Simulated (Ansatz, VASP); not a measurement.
Hg in VASP and in Ansatz

```xyz
1
Lattice="0.0000 2.2217 2.2217 2.2217 0.0000 2.2217 2.2217 2.2217 0.0000" Properties=species:S:1:pos:R:3 pbc="T T T"
Hg    0.0000    0.0000    0.0000
```

Alike in both runs: functional LDA; k mesh 16 × 16 × 16; occupations fermi-dirac, width 0.05 eV; no spin polarisation.

Ansatz relaxed the structure, and its values are those at the end. VASP's run is a single point on that final structure, the one shown.

|  | VASP | Ansatz |
| --- | --- | --- |
| version | VASP 6.6.1 | Ansatz 0.2.0 |
| potentials or method | VASP PAW LDA potentials, release 64 (Hg), cutoff 520 eV | all-electron LAPW, scalar-relativistic |

|  | VASP | Ansatz | Ansatz less VASP |
| --- | --- | --- | --- |
| pressure (GPa) | 0.6 | 0.0 | -0.61 |

LDA's correlation is that of Perdew and Zunger in VASP and of Perdew and Wang (1992) in Ansatz. Ansatz ran all-electron here, and VASP with PAW potentials.

Spin-orbit coupling is off throughout.
